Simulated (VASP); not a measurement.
# ZnH2 (F-43m) in VASP: a series of runs

ZnH2 is run at these levels: PBE; tasks: single point, relaxation of cell and atoms.

All numbers are computed with VASP 6.6.1; they aren't measurements. Logs are shortened: lines on timing, memory, paths and dates and some standing lists are left out, and cuts for length are marked.

## (1) The cell of the first run

It takes space group F-43m (No. 216, cubic). The conventional cell has a = 4.560 Å, b = 4.560 Å, c = 4.560 Å, α = 90.00°, β = 90.00°, γ = 90.00°. Zn (site symmetry -43m) has 10 H at 1.97 to 2.28 Å within 2.6 Å. Within 2.6 Å of H (site symmetry -43m) lie 4 Zn at 1.97 Å and 4 H at 1.97 Å. Within 2.6 Å of H (site symmetry -43m) lie 4 H at 1.97 Å and 6 Zn at 2.28 Å.

## (2) Single point, PBE

Contents of INCAR:

```
SYSTEM = ZnH2
ALGO = Normal
EDIFF = 1E-7
ENCUT = 520
GGA = PE
ISIF = 2
ISMEAR = 0
LASPH = .TRUE.
LCHARG = .TRUE.
LELF = .TRUE.
LREAL = .FALSE.
LVHAR = .TRUE.
LWAVE = .FALSE.
NBANDS = 14
NELM = 100
PREC = Accurate
SIGMA = 0.1
```

Contents of KPOINTS:

```
k-points
0
G
  18 18 18
  0 0 0
```

Contents of POSCAR:

```
ZnH2
1.0
    0.0000000000      2.2800853802      2.2800853802
    2.2800853802      0.0000000000      2.2800853802
    2.2800853802      2.2800853802      0.0000000000
Zn H
1 2
Direct
    0.7500000000      0.7500000000      0.7500000000
    0.0000000000      0.0000000000      0.0000000000
    0.2500000000      0.2500000000      0.2500000000
```

Potentials or basis: VASP PAW PBE potentials, release 64 (Zn, H).

Launch:

```console
> cat potpaw_PBE.64/Zn/POTCAR potpaw_PBE.64/H/POTCAR > POTCAR
> mpirun -np 1 vasp_std > vasp.out
```

OUTCAR:

```text
SYSTEM = ZnH2
   EDIFF = 1E-7
   ENCUT = 520
   GGA = PE
   ISIF = 2
   ISMEAR = 0
   LASPH = .TRUE.
   LREAL = .FALSE.
   NELM = 100
   PREC = Accurate

 ion  position               nearest neighbor table
   1  0.750  0.750  0.750-
   2  0.000  0.000  0.000-
   3  0.250  0.250  0.250-

  LATTYP: Found a face centered cubic cell.
 ALAT       =     4.5601707604

  Lattice vectors:

 A1 = (   0.0000000000,   2.2800853802,   2.2800853802)
 A2 = (   2.2800853802,   0.0000000000,   2.2800853802)
 A3 = (   2.2800853802,   2.2800853802,   0.0000000000)

Analysis of symmetry for initial positions (statically):
=====================================================================
 Subroutine PRICEL returns:
 Original cell was already a primitive cell.

 Routine SETGRP: Setting up the symmetry group for a
 face centered cubic supercell.

 Subroutine GETGRP returns: Found 24 space group operations
 (whereof 24 operations were pure point group operations)
 out of a pool of 48 trial point group operations.

The static configuration has the point symmetry T_d .

Analysis of symmetry for dynamics (positions and initial velocities):
=====================================================================
 Subroutine PRICEL returns:
 Original cell was already a primitive cell.

 Routine SETGRP: Setting up the symmetry group for a
 face centered cubic supercell.

 Subroutine GETGRP returns: Found 24 space group operations
 (whereof 24 operations were pure point group operations)
 out of a pool of 48 trial point group operations.

The dynamic configuration has the point symmetry T_d .

 Subroutine INISYM returns: Found 24 space group operations
 (whereof 24 operations are pure point group operations),
 and found     1 'primitive' translations

----------------------------------------------------------------------------------------

                                     Primitive cell

  volume of cell :      23.7074

  direct lattice vectors                    reciprocal lattice vectors
     0.000000000  2.280085380  2.280085380    -0.219290034  0.219290034  0.219290034
     2.280085380  0.000000000  2.280085380     0.219290034 -0.219290034  0.219290034
     2.280085380  2.280085380  0.000000000     0.219290034  0.219290034 -0.219290034

  length of vectors
     3.224527668  3.224527668  3.224527668     0.379821480  0.379821480  0.379821480

  position of ions in fractional coordinates (direct lattice)
     0.750000000  0.750000000  0.750000000
     0.000000000  0.000000000  0.000000000
     0.250000000  0.250000000  0.250000000

  ion indices of the primitive-cell ions
   primitive index   ion index
                 1           1
                 2           2
                 3           3

----------------------------------------------------------------------------------------

 KPOINTS: k-points

Automatic generation of k-mesh.
 Grid dimensions read from file:
 generate k-points for:   18   18   18

 Generating k-lattice:

  Cartesian coordinates                     Fractional coordinates (reciprocal lattice)
    -0.012182780  0.012182780  0.012182780     0.055555556  0.000000000  0.000000000
     0.012182780 -0.012182780  0.012182780     0.000000000  0.055555556  0.000000000
     0.012182780  0.012182780 -0.012182780     0.000000000  0.000000000  0.055555556

  Length of vectors
     0.021101193  0.021101193  0.021101193

  Shift w.r.t. Gamma in fractional coordinates (k-lattice)
     0.000000000  0.000000000  0.000000000

 Subroutine IBZKPT returns following result:
 ===========================================

 Found    195 irreducible k-points:

 Following reciprocal coordinates:
            Coordinates               Weight
  0.000000  0.000000  0.000000      1.000000
  0.055556  0.000000  0.000000      8.000000
  0.111111  0.000000  0.000000      8.000000
  0.166667  0.000000  0.000000      8.000000
  0.222222  0.000000  0.000000      8.000000
  0.277778  0.000000  0.000000      8.000000
[... 16 lines left out ...]
 -0.277778  0.055556  0.000000     24.000000
 -0.222222  0.055556  0.000000     24.000000
 [... further k-points ...]
   k-points           NKPTS =    195   k-points in BZ     NKDIM =    195   number of bands    NBANDS=     14
   number of dos      NEDOS =    301   number of ions     NIONS =      3
   total plane-waves  NPLWV =  13824
   dimension x,y,z NGX =    24 NGY =   24 NGZ =   24
   dimension x,y,z NGXF=    48 NGYF=   48 NGZF=   48
   ions per type =               1   2
   NGX,Y,Z   is equivalent  to a cutoff of  12.37, 12.37, 12.37 a.u.
   NGXF,Y,Z  is equivalent  to a cutoff of  24.75, 24.75, 24.75 a.u.
 SYSTEM =  ZnH2
   PREC   = accura    normal or accurate (medium, high low for compatibility)
   ISTART =      0    job   : 0-new  1-cont  2-samecut
   ICHARG =      2    charge: 1-file 2-atom 10-const
   ISPIN  =      1    spin polarized calculation?
   LNONCOLLINEAR =      F non collinear calculations
   LSORBIT =      F    spin-orbit coupling
   LASPH  =      T    aspherical Exc in radial PAW
   ENCUT  =  520.0 eV  38.22 Ry    6.18 a.u.   6.00  6.00  6.00*2*pi/ulx,y,z
   NELM   =    100;   NELMIN=  2; NELMDL= -5     # of ELM steps
   EDIFF  = 0.1E-06   stopping-criterion for ELM
   LREAL  =      F    real-space projection
   EDIFFG = 0.1E-05   stopping-criterion for IOM
   NSW    =      0    number of steps for IOM
   IBRION =     -1    ionic relax: 0-MD 1-quasi-New 2-CG
   NFREE  =      0    steps in history (QN), initial steepest desc. (CG)
   ISIF   =      2    stress and relaxation
   ISYM   =      2    0-nonsym 1-usesym 2-fastsym
   POTIM  = 0.5000    time-step for ionic-motion
   TEBEG  =    0.0;   TEEND  =   0.0 temperature during run
   PSTRESS=    0.0 pullay stress
   NELECT =      14.0000    total number of electrons
   NUPDOWN=      -1.0000    fix difference up-down
   EMIN   =  10.00;   EMAX   =-10.00  energy-range for DOS
   EFERMI =   0.00;   METHOD = LEGACY
   ISMEAR =     0;   SIGMA  =   0.10  broadening in eV -4-tet -1-fermi 0-gaus
   EFERMI_NEDOS =   21; number of points for ismear=-14 and -15
   IALGO  =     38    algorithm
   IMIX   =      4    mixing-type and parameters
     AMIX     =   0.40;   BMIX     =  1.00
     AMIX_MAG =   1.60;   BMIX_MAG =  1.00
  volume/ion in A,a.u.               =       7.90        53.33
  Fermi-wavevector in a.u.,A,eV,Ry     =   1.373482  2.595505 25.666760  1.886454
  Thomas-Fermi vector in A             =   2.498995
   LORBIT       =      0    0 simple, 1 ext, 2 COOP (PROOUT), +10 PAW based schemes
   GGA     = PE    functional components
   LHFCALC =     F    Hartree Fock is set to
   AEXX    =    0.0000 exact exchange contribution
   IVDW    =     0    specifies the selected vdW correction
   LEPSILON=     F    determine dielectric tensor
   LRPA    =     F    only Hartree local field effects (RPA)
 non-spin polarized calculation
 Gauss-broadening in eV      SIGMA  =   0.10
  energy-cutoff  :      520.00
  volume of cell :       23.71
 maximum number of plane-waves:       650
   NGX = 11   NGY = 11   NGZ = 11

 number of electron      14.0000018 magnetization

 Free energy of the ion-electron system (eV)
  ---------------------------------------------------
  ext. energy  EPLUGINS =         0.00000000
  ---------------------------------------------------
  free energy    TOTEN  =        -5.58289173 eV

  energy without entropy =       -5.57825166  energy(sigma->0) =       -5.58057169

 E-fermi :   2.3242     XC(G=0): -10.7966

 val. band max:        2.3216353435   @ k =  -0.3333   0.5000   0.1667
 cond. band min:       2.3295902180   @ k =  -0.3889   0.3333   0.1667
 fundamental gap:      0.0079548745
 Fermi energy:         2.3242479209

 k-point     1 :       0.0000    0.0000    0.0000
  band No.  band energies     occupation
      1      -9.3547      2.00000
      2      -5.0509      2.00000
      3      -5.0509      2.00000
      4      -5.0509      2.00000
      5      -4.8460      2.00000
      6      -4.8460      2.00000
      7       5.6150      0.00000
      8      10.2863      0.00000
      9      13.2658      0.00000
     10      13.2658      0.00000
     11      13.2658      0.00000
     12      16.0221      0.00000
     13      16.0221      0.00000
     14      16.0221      0.00000

 k-point     2 :       0.0556    0.0000    0.0000
  band No.  band energies     occupation
      1      -9.2916      2.00000
      2      -5.0573      2.00000
      3      -5.0457      2.00000
      4      -5.0457      2.00000
      5      -4.8477      2.00000
      6      -4.8477      2.00000
      7       5.4993      0.00000
      8       9.9198      0.00000
      9      12.8809      0.00000
     10      13.0999      0.00000
     11      13.0999      0.00000
     12      16.2881      0.00000
     13      16.2881      0.00000
     14      16.9926      0.00000

 k-point     3 :       0.1111    0.0000    0.0000
  band No.  band energies     occupation
      1      -9.1031      2.00000
      2      -5.0745      2.00000
      3      -5.0319      2.00000
      4      -5.0319      2.00000
      5      -4.8513      2.00000
      6      -4.8513      2.00000
      7       5.1334      0.00000
      8       8.9265      0.00000
      9      12.6656      0.00000
     10      12.7376      0.00000
     11      12.7376      0.00000
     12      16.9086      0.00000
     13      16.9086      0.00000
     14      18.7177      0.00000

 k-point     4 :       0.1667    0.0000    0.0000
  band No.  band energies     occupation
      1      -8.7939      2.00000
      2      -5.0969      2.00000
      3      -5.0162      2.00000
      4      -5.0162      2.00000
      5      -4.8510      2.00000
      6      -4.8510      2.00000
      7       4.4564      0.00000
      8       7.8046      0.00000
      9      12.3500      0.00000
     10      12.3500      0.00000
     11      12.7988      0.00000
     12      17.3179      0.00000
     13      17.3179      0.00000
     14      18.8521      0.00000

 k-point     5 :       0.2222    0.0000    0.0000
  band No.  band energies     occupation
      1      -8.3733      2.00000
      2      -5.1144      2.00000
      3      -5.0082      2.00000
      4      -5.0082      2.00000
      5      -4.8389      2.00000
      6      -4.8389      2.00000
      7       3.4329      0.00000
      8       6.9328      0.00000
      9      12.0133      0.00000
     10      12.0133      0.00000
     11      13.0355      0.00000
[... 276 lines left out ...]
 k-point    22 :      -0.3333    0.0556    0.0000
  band No.  band energies     occupation
      1      -7.0720      2.00000
      2      -5.0599      2.00000
      3      -5.0220      2.00000
      4      -5.0202      2.00000
      5      -4.7883      2.00000
      6      -4.7047      2.00000
      7       0.4789      2.00000
      8       5.6637      0.00000
      9      10.5153      0.00000
     10      12.0186      0.00000
     11      13.4459      0.00000
     12      14.6786      0.00000
     13      16.2125      0.00000
     14      20.2231      0.00000

 k-point    23 :      -0.2778    0.0556    0.0000
  band No.  band energies     occupation
      1      -7.6282      2.00000
      2      -5.1127      2.00000
      3      -5.0205      2.00000
      4      -5.0087      2.00000
      5      -4.8258      2.00000
      6      -4.7597      2.00000
      7       1.7707      2.00000
      8       5.9953      0.00000
      9      10.6559      0.00000
     10      12.4125      0.00000
     11      13.3499      0.00000
     12      15.0822      0.00000
     13      16.7494      0.00000
     14      19.6893      0.00000

 k-point    24 :      -0.2222    0.0556    0.0000
  band No.  band energies     occupation
      1      -8.1598      2.00000
      2      -5.1253      2.00000
      3      -5.0099      2.00000
      4      -5.0007      2.00000
      5      -4.8568      2.00000
      6      -4.7992      2.00000
      7       3.0437      0.00000
      8       6.5055      0.00000
      9      10.8955      0.00000
     10      12.7868      0.00000
     11      13.1662      0.00000
     12      15.6932      0.00000
     13      17.3028      0.00000
     14      19.0325      0.00000

 [... further k-points ...]
[... 5 lines left out ...]
  --------------------------------------------------------------------------------------
  -------------------------------------------------------------------------------------
  Total        0.0064761      0.0064761      0.0064761      0.0000000      0.0000000      0.0000000
  in kB        0.4376634      0.4376634      0.4376634      0.0000000      0.0000000      0.0000000
  external PRESSURE =       0.4376634 kB  Pullay stress =       0.0000000 kB

 VOLUME and BASIS-vectors are now :
 -----------------------------------------------------------------------------
  energy-cutoff  :      520.00
  volume of cell :       23.71
      direct lattice vectors                 reciprocal lattice vectors
     0.000000000  2.280085380  2.280085380    -0.219290034  0.219290034  0.219290034
     2.280085380  0.000000000  2.280085380     0.219290034 -0.219290034  0.219290034
     2.280085380  2.280085380  0.000000000     0.219290034  0.219290034 -0.219290034

 POSITION                                       TOTAL-FORCE (eV/Angst)
 -----------------------------------------------------------------------------------
      3.42013      3.42013      3.42013         0.000000      0.000000      0.000000
      0.00000      0.00000      0.00000        -0.000000     -0.000000     -0.000000
      1.14004      1.14004      1.14004        -0.000000     -0.000000     -0.000000
 -----------------------------------------------------------------------------------
    total drift:                               -0.000001     -0.000001     -0.000001

  FREE ENERGIE OF THE ION-ELECTRON SYSTEM (eV)
  ---------------------------------------------------
  free  energy   TOTEN  =        -5.5828917308 eV

  energy  without entropy=       -5.5782516575  energy(sigma->0) =       -5.58057169
```

Run time: 30 s. Hardware: 1 thread of Intel Xeon Platinum 8259CL at 2.50GHz (Skylake/Cascade Lake), shared host; peak memory 0.18 GiB.

Results:

```
Free energy            : -5.5829 eV
Pressure               : 0.0 GPa
Band gap on the k mesh : zero (band 7 reaches 5.62 eV, above the bottom of band 8 at 1.22 eV)
```

Levels at points of the mesh, in eV from the Fermi level:
```
           k point  band 4  band 5  band 6  band 7  band 8  band 9  band 10  band 11
(0.00, 0.00, 0.00)   -7.38   -7.17   -7.17    3.29    7.96   10.94    10.94    10.94
(0.50, 0.00, 0.00)   -7.05   -7.05   -6.70   -4.13    3.18    9.08     9.08    11.08
(0.50, 0.50, 0.00)   -7.02   -7.02   -4.90   -3.35    2.78    4.25     4.25     4.70
```

## (3) Relaxation of cell and atoms, PBE

This run uses another cell than the first one, of 8.03 Å³/atom, 1.016 times its volume.

Contents of INCAR:

```
PREC     = Accurate       # precision mode
ENCUT    = 600            # plane-wave cutoff, eV
EDIFF    = 1E-6           # SCF threshold, eV
ISMEAR   = 0              # smearing method
SIGMA    = 0.1            # smearing width, eV
LREAL    = F              # projectors in reciprocal space
LASPH    = T              # aspherical terms in the spheres
NELM     = 100            # most SCF steps
ALGO     = Normal         # electronic algorithm
ISIF     = 3              # what is computed and relaxed
LWAVE    = F              # write WAVECAR
LCHARG   = F              # write CHGCAR
GGA      = PE             # functional
IBRION   = 2              # ionic algorithm
NSW      = 100            # ionic steps
EDIFFG   = -0.01          # ionic threshold
```

Contents of KPOINTS:

```
regular mesh
0
Gamma
  18 18 18
```

Contents of POSCAR:

```
ZnH2
1.0
    0.0000000000      2.2920447074      2.2920447074
    2.2920447074      0.0000000000      2.2920447074
    2.2920447074      2.2920447074      0.0000000000
Zn H
1 2
Direct
    0.7500000000      0.7500000000      0.7500000000
    0.0000000000      0.0000000000      0.0000000000
    0.2500000000      0.2500000000      0.2500000000
```

Potentials or basis: VASP PAW PBE potentials, release 64 (Zn, H).

Launch:

```console
> cat potpaw_PBE.64/Zn/POTCAR potpaw_PBE.64/H/POTCAR > POTCAR
> mpirun -np 1 vasp_std > vasp.out
```

Run time: 91 s. Hardware: 1 thread of Intel Xeon Platinum 8259CL at 2.50GHz (Skylake/Cascade Lake), shared host; peak memory 0.21 GiB.

Results (log left out):

| Property | Result |
| --- | --- |
| Free energy | -5.5832 eV |
| Relaxed volume | 7.93 Å³/atom |
| Relaxed cell | a = 3.228 Å, b = 3.228 Å, c = 3.228 Å, α = 60.00°, β = 60.00°, γ = 60.00° |
| Space group after relaxing (to 0.05 Å) | F-43m (No. 216) |
| Energy gained by relaxing | 0.4 meV/atom |
| Ionic steps | 3 |
| Pressure after relaxing | -0.2 GPa |
| Band gap on the k mesh | zero (band 7 reaches 5.58 eV, above the bottom of band 8 at 1.19 eV) |

The path:
```
step  energy change (eV)  largest force (eV/Å)  pressure (GPa)  volume (Å³)
   1              0.0000                0.0000           -0.93        24.08
   2             -0.0008                0.0000           -0.55        23.92
   3             -0.0011                0.0000           -0.18        23.79
```

Final structure:
```yaml
crystal:
  lattice:
    - [0.00000, 2.28288, 2.28288]
    - [2.28288, 0.00000, 2.28288]
    - [2.28288, 2.28288, 0.00000]
  atoms:
    - { symbol: Zn, position: [0.75000, 0.75000, 0.75000] }
    - { symbol: H, position: [0.00000, 0.00000, 0.00000] }
    - { symbol: H, position: [0.25000, 0.25000, 0.25000] }
```

Levels at points of the mesh, in eV from the Fermi level:
```
           k point  band 3  band 4  band 5  band 6  band 7  band 8  band 9  band 10  band 11
(0.00, 0.00, 0.00)   -7.37   -7.37   -7.16   -7.16    3.28    7.94   10.92    10.92    10.92
(0.50, 0.00, 0.00)   -7.37   -7.04   -7.04   -6.69   -4.12    3.18    9.06     9.06    11.05
(0.50, 0.50, 0.00)   -7.04   -7.01   -7.01   -4.89   -3.34    2.76    4.24     4.24     4.70
```
